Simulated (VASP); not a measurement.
# MoS2 (P6_3/mmc) in VASP: settings compared

MoS2 is run at these levels: PBE, TB-mBJ, LDA+U, PBEsol; tasks: dielectric tensor, band structure, single point, vibrations by perturbation theory.

Everything below comes from runs of VASP 6.6.1. Logs are shortened: lines on timing, memory, paths and dates and some standing lists are left out, and cuts for length are marked.

## 1. The cell of the first run

Symmetry: P6_3/mmc, No. 194, hexagonal system. The conventional cell has a = 3.169 Å, b = 3.169 Å, c = 12.324 Å, α = 90.00°, β = 90.00°, γ = 120.00°. Within 3.2 Å of Mo (site symmetry -6m2) lie 6 S at 2.41 Å and 6 Mo at 3.17 Å. Within 3.2 Å of S (site symmetry 3m) lie 3 Mo at 2.41 Å and 7 S at 3.13 to 3.17 Å.

## 2. Dielectric tensor, PBE

Contents of INCAR:

```
SYSTEM = MoS2
ALGO = Normal ; EDIFF = 1E-8
ENCUT = 520 ; GGA = PE
ISIF = 2 ; ISMEAR = 0
LASPH = .True. ; LCHARG = .False.
LEPSILON = .True. ; LREAL = .False.
LWAVE = .False. ; NELM = 60
PREC = Accurate ; SIGMA = 0.01
```

Contents of KPOINTS:

```
k-points
0
Gamma
  8 8 2
  0 0 0
```

Contents of POSCAR:

```
MoS2
1.0
    3.1690000000      0.0000000000      0.0000000000
   -1.5845000000      2.7444345046      0.0000000000
    0.0000000000      0.0000000000     12.3240000000
Mo S
2 4
Direct
    0.6666666667      0.3333333333      0.7500000000
    0.3333333333      0.6666666667      0.2500000000
    0.6666666667      0.3333333333      0.3770000000
    0.3333333333      0.6666666667      0.8770000000
    0.6666666667      0.3333333333      0.1230000000
    0.3333333333      0.6666666667      0.6230000000
```

Potentials or basis: VASP PAW PBE potentials, release 64 (Mo_sv, S).

Started as:

```
$ cat potpaw_PBE.64/Mo_sv/POTCAR potpaw_PBE.64/S/POTCAR > POTCAR
$ mpirun -np 1 vasp_std > vasp.out
```

OUTCAR:

```text
SYSTEM = MoS2
   EDIFF = 1E-8
   ENCUT = 520
   GGA = PE
   ISIF = 2
   ISMEAR = 0
   LASPH = .True.
   LEPSILON = .True.
   LREAL = .False.
   NELM = 60
   PREC = Accurate

 ion  position               nearest neighbor table
   1  0.667  0.333  0.750-   4 2.41   6 2.41   4 2.41   6 2.41   4 2.41   6 2.41
   2  0.333  0.667  0.250-   3 2.41   5 2.41   3 2.41   5 2.41   3 2.41   5 2.41
   3  0.667  0.333  0.377-   2 2.41   2 2.41   2 2.41
   4  0.333  0.667  0.877-   1 2.41   1 2.41   1 2.41
   5  0.667  0.333  0.123-   2 2.41   2 2.41   2 2.41
   6  0.333  0.667  0.623-   1 2.41   1 2.41   1 2.41

  LATTYP: Found a hexagonal cell.
 ALAT       =     3.1690000000
 C/A-ratio  =     3.8889239508

  Lattice vectors:

 A1 = (   3.1690000000,   0.0000000000,   0.0000000000)
 A2 = (  -1.5845000000,   2.7444345046,   0.0000000000)
 A3 = (   0.0000000000,   0.0000000000,  12.3240000000)

Analysis of symmetry for initial positions (statically):
=====================================================================
 Subroutine PRICEL returns:
 Original cell was already a primitive cell.

 Routine SETGRP: Setting up the symmetry group for a
 hexagonal supercell.

 Subroutine GETGRP returns: Found 24 space group operations
 (whereof 12 operations were pure point group operations)
 out of a pool of 24 trial point group operations.

The static configuration has the point symmetry D_3d.
 The point group associated with its full space group is D_6h.

Analysis of symmetry for dynamics (positions and initial velocities):
=====================================================================
 Subroutine PRICEL returns:
 Original cell was already a primitive cell.

 Routine SETGRP: Setting up the symmetry group for a
 hexagonal supercell.

 Subroutine GETGRP returns: Found 24 space group operations
 (whereof 12 operations were pure point group operations)
 out of a pool of 24 trial point group operations.

The dynamic configuration has the point symmetry D_3d.
 The point group associated with its full space group is D_6h.

 Subroutine INISYM returns: Found 24 space group operations
 (whereof 12 operations are pure point group operations),
 and found     1 'primitive' translations

----------------------------------------------------------------------------------------

                                     Primitive cell

  volume of cell :     107.1832

  direct lattice vectors                    reciprocal lattice vectors
     3.169000000  0.000000000  0.000000000     0.315556958  0.182186895  0.000000000
    -1.584500000  2.744434505  0.000000000     0.000000000  0.364373789  0.000000000
     0.000000000  0.000000000 12.324000000     0.000000000  0.000000000  0.081142486

  length of vectors
     3.169000000  3.169000000 12.324000000     0.364373789  0.364373789  0.081142486

  position of ions in fractional coordinates (direct lattice)
     0.666666667  0.333333333  0.750000000
     0.333333333  0.666666667  0.250000000
     0.666666667  0.333333333  0.377000000
     0.333333333  0.666666667  0.877000000
     0.666666667  0.333333333  0.123000000
     0.333333333  0.666666667  0.623000000

  ion indices of the primitive-cell ions
   primitive index   ion index
                 1           1
                 2           2
                 3           3
                 4           4
                 5           5
                 6           6

----------------------------------------------------------------------------------------

 KPOINTS: k-points

Automatic generation of k-mesh.
 Grid dimensions read from file:
 generate k-points for:    8    8    2

 Generating k-lattice:

  Cartesian coordinates                     Fractional coordinates (reciprocal lattice)
     0.039444620  0.022773362  0.000000000     0.125000000 -0.000000000  0.000000000
[... 94 lines left out ...]

 number of electron      51.9999997 magnetization

 E-fermi :   7.6072     XC(G=0): -10.8171

 val. band max:        7.4843584354   @ k =   0.0000   0.0000   0.0000
 cond. band min:       8.4783870426   @ k =   0.2500   0.1250   0.0000
 fundamental gap:      0.9940286072
 Fermi energy:         7.6071931506

 k-point     1 :       0.0000    0.0000    0.0000
  band No.  band energies     occupation
      1     -54.0205      2.00000
      2     -54.0204      2.00000
      3     -28.1694      2.00000
      4     -28.1693      2.00000
      5     -27.9502      2.00000
      6     -27.9502      2.00000
[... 669 lines left out ...]
     30       9.8762      0.00000
     31      10.2354      0.00000

  FORCE on cell =-STRESS in cart. coord.  units (eV):
  Direction    XX          YY          ZZ          XY          YZ          ZX
  --------------------------------------------------------------------------------------
  -------------------------------------------------------------------------------------
  Total        1.1668241      1.1668241      1.4085649      0.0000000      0.0000000      0.0000000
  in kB       17.4417150     17.4417150     21.0552621      0.0000000      0.0000000      0.0000000
  external PRESSURE =      18.6462307 kB  Pullay stress =       0.0000000 kB

 VOLUME and BASIS-vectors are now :
 -----------------------------------------------------------------------------
  energy-cutoff  :      520.00
  volume of cell :      107.18
      direct lattice vectors                 reciprocal lattice vectors
     3.169000000  0.000000000  0.000000000     0.315556958  0.182186895  0.000000000
    -1.584500000  2.744434505  0.000000000     0.000000000  0.364373789  0.000000000
     0.000000000  0.000000000 12.324000000     0.000000000  0.000000000  0.081142486

 POSITION                                       TOTAL-FORCE (eV/Angst)
 -----------------------------------------------------------------------------------
      1.58450      0.91481      9.24300        -0.000000      0.000000     -0.000000
     -0.00000      1.82962      3.08100         0.000000     -0.000000     -0.000000
      1.58450      0.91481      4.64615        -0.000000      0.000000     -0.077626
     -0.00000      1.82962     10.80815         0.000000      0.000000     -0.077626
      1.58450      0.91481      1.51585        -0.000000     -0.000000      0.077626
     -0.00000      1.82962      7.67785         0.000000      0.000000      0.077626
 -----------------------------------------------------------------------------------
    total drift:                               -0.000000      0.000000     -0.000000

  FREE ENERGIE OF THE ION-ELECTRON SYSTEM (eV)
  ---------------------------------------------------
  free  energy   TOTEN  =       -43.6136022044 eV

  energy  without entropy=      -43.6136022044  energy(sigma->0) =      -43.61360220

 HEAD OF MICROSCOPIC STATIC DIELECTRIC TENSOR (INDEPENDENT PARTICLE, excluding Hartree and local field effects)
 ------------------------------------------------------
          16.167158    -0.000000    -0.000000
           0.000000    16.167158     0.000000
           0.000000     0.000000     9.915640
 ------------------------------------------------------

 Free energy of the ion-electron system (eV)
  ---------------------------------------------------
  ---------------------------------------------------
  free energy    TOTEN  =        -4.55578928 eV

  energy without entropy =       -4.55578928

------------------------ aborting loop because EDIFF is reached ----------------------------------------

--------------------------------------- Ionic step        2  -------------------------------------------

------------------------ aborting loop because EDIFF is reached ----------------------------------------

--------------------------------------- Ionic step        3  -------------------------------------------

 Free energy of the ion-electron system (eV)
  ---------------------------------------------------
  ---------------------------------------------------
  free energy    TOTEN  =        -1.72885087 eV

  energy without entropy =       -1.72885087

------------------------ aborting loop because EDIFF is reached ----------------------------------------

 PIEZOELECTRIC TENSOR FIELD DIRECTION 3  (e Angst)
 -----------------------------------------------------------------------------
     0.00001  0.00000  0.00000           (  0.00000 -0.00000  0.00000)
    -0.00000  0.00001 -0.00000           ( -0.00000  0.00000  0.00000)
     0.00000 -0.00000 -0.00010           (  0.00000  0.00000 -0.00000)

 PIEZOELECTRIC TENSOR FIELD DIRECTION 3  (C/m^2)
 -----------------------------------------------------------------------------
     0.00000  0.00000  0.00000
    -0.00000  0.00000 -0.00000
     0.00000 -0.00000 -0.00001

 MACROSCOPIC STATIC DIELECTRIC TENSOR (including local field effects in DFT)
 ------------------------------------------------------
          15.332392     0.000000     0.000000
           0.000000    15.332392     0.000000
          -0.000000     0.000000     6.478479
 ------------------------------------------------------

 PIEZOELECTRIC TENSOR (including local field effects)  for field in x, y, z        (e  Angst)
          XX          YY          ZZ          XY          YZ          ZX
  --------------------------------------------------------------------------------
  x     0.00000     0.00000     0.00000     0.00000     0.00000     0.00000
  y     0.00000     0.00000     0.00000     0.00000     0.00000     0.00000
  z     0.00000     0.00000     0.00000     0.00000     0.00000     0.00000

 PIEZOELECTRIC TENSOR (including local field effects)  for field in x, y, z        (C/m^2)
          XX          YY          ZZ          XY          YZ          ZX
  --------------------------------------------------------------------------------
  x     0.00000     0.00000     0.00000     0.00000     0.00000     0.00000
  y     0.00000     0.00000     0.00000     0.00000     0.00000     0.00000
  z     0.00000     0.00000     0.00000     0.00000     0.00000     0.00000

 BORN EFFECTIVE CHARGES (including local field effects) (in |e|, cummulative output)
 ---------------------------------------------------------------------------------
 ion    1
    1    -0.97432     0.00000    -0.00000
    2     0.00000    -0.97432     0.00000
    3     0.00000     0.00000    -0.60299
 ion    2
    1    -0.97432     0.00000    -0.00000
    2     0.00000    -0.97432     0.00000
    3    -0.00000     0.00000    -0.60299
 ion    3
    1     0.48716     0.00000     0.00000
    2     0.00000     0.48716    -0.00000
    3     0.00000    -0.00000     0.30150
 ion    4
    1     0.48716     0.00000     0.00000
    2     0.00000     0.48716     0.00000
    3    -0.00000     0.00000     0.30150
 ion    5
    1     0.48716     0.00000     0.00000
    2     0.00000     0.48716     0.00000
    3     0.00000     0.00000     0.30150
 ion    6
    1     0.48716     0.00000     0.00000
    2     0.00000     0.48716    -0.00000
    3     0.00000    -0.00000     0.30150
```

Wall time 18 min (1 thread of Intel Xeon Platinum 8259CL at 2.50GHz (Skylake/Cascade Lake), shared host); peak memory 0.51 GiB.

Results:

| Item | Value |
| --- | --- |
| Band gap on the k mesh | 0.99 eV (least direct gap 1.94 eV) |
| Electronic dielectric tensor (diagonal) | 15.33, 15.33, 6.48 |
| Born charges (mean of the diagonal) | Mo -0.85; S +0.43 e |

Levels at points of the mesh, in eV from the valence-band top:
```tsv
k point	band 22	band 23	band 24	band 25	band 26	band 27	band 28	band 29	band 30	band 31
(0.00, 0.00, 0.00)	-2.12	-2.12	-1.18	-1.14	0.00	2.11	2.11	2.14	2.14	2.27
(0.50, 0.00, 0.00)	-2.48	-1.72	-1.52	-1.39	-1.27	1.61	1.66	2.01	2.27	2.87
(0.00, 0.00, 0.50)	-2.14	-2.14	-2.14	-0.26	-0.26	2.11	2.11	2.11	2.11	2.37
(0.50, 0.00, 0.50)	-2.62	-1.62	-1.62	-1.32	-1.32	1.63	1.63	2.15	2.15	3.24
```

Electronic dielectric tensor:
```
15.33  0.00  0.00
 0.00 15.33  0.00
 0.00  0.00  6.48
```

Born effective charge tensors (e):
atom 1, Mo
```
-0.97  0.00  0.00
 0.00 -0.97  0.00
 0.00  0.00 -0.60
```
atom 2, Mo
```
-0.97  0.00  0.00
 0.00 -0.97  0.00
 0.00  0.00 -0.60
```
atom 3, S
```
0.49 0.00 0.00
0.00 0.49 0.00
0.00 0.00 0.30
```
atom 4, S
```
0.49 0.00 0.00
0.00 0.49 0.00
0.00 0.00 0.30
```
atom 5, S
```
0.49 0.00 0.00
0.00 0.49 0.00
0.00 0.00 0.30
```
atom 6, S
```
0.49 0.00 0.00
0.00 0.49 0.00
0.00 0.00 0.30
```

Caveat: this functional lacks dispersion, which binds the layers, so the pressure and a relaxed spacing across them are unreliable.

(Continued in part 2 of 3.)
